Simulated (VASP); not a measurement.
A run of VASP 6.6.1:

INCAR

```
SYSTEM = Sr2AlPtC6N6
  PREC = Accurate
  ENCUT = 520
  EDIFF = 1E-7
  ISMEAR = 0
  SIGMA = 0.1
  LREAL = Auto
  LASPH = .True.
  NELM = 100
  ALGO = Normal
  ISIF = 2
  LWAVE = .False.
  LCHARG = .False.
  GGA = PE
  NBANDS = 58
```

Contents of KPOINTS:

```
Automatic mesh
0
Gamma
  4 4 4
  0 0 0
```

File POSCAR:

```
Sr2AlPtC6N6
1.0
    0.0000000000      5.3984403454      5.3984403454
    5.3984403454      0.0000000000      5.3984403454
    5.3984403454      5.3984403454      0.0000000000
Sr Al Pt C N
2 1 1 6 6
Direct
    0.2500000000      0.2500000000      0.2500000000
    0.7500000000      0.7500000000      0.7500000000
    0.5000000000      0.5000000000      0.5000000000
    0.0000000000      0.0000000000      0.0000000000
    0.7904124544      0.2095875456      0.2095875456
    0.2095875456      0.7904124544      0.2095875456
    0.2095875456      0.2095875456      0.7904124544
    0.2095875456      0.7904124544      0.7904124544
    0.7904124544      0.2095875456      0.7904124544
    0.7904124544      0.7904124544      0.2095875456
    0.6812614913      0.3187385087      0.3187385087
    0.3187385087      0.6812614913      0.3187385087
    0.3187385087      0.3187385087      0.6812614913
    0.3187385087      0.6812614913      0.6812614913
    0.6812614913      0.3187385087      0.6812614913
    0.6812614913      0.6812614913      0.3187385087
```

Potentials or basis: VASP PAW PBE potentials, release 64 (Sr_sv, Al, Pt, C, N).

Command:

```sh
$ cat potpaw_PBE.64/Sr_sv/POTCAR potpaw_PBE.64/Al/POTCAR potpaw_PBE.64/Pt/POTCAR potpaw_PBE.64/C/POTCAR potpaw_PBE.64/N/POTCAR > POTCAR
$ mpirun -np 1 vasp_std > vasp.out
```

Hardware: 1 thread of Intel(R) Xeon(R) 6975P-C (Granite Rapids), with other jobs on the host.

Task: How long does it take, and how much memory?

Result: Wall time 4 min on 1 thread of Intel(R) Xeon(R) 6975P-C (Granite Rapids) (shared host), peak memory 0.54 GiB. Counts: scf iterations 23, k points 8.
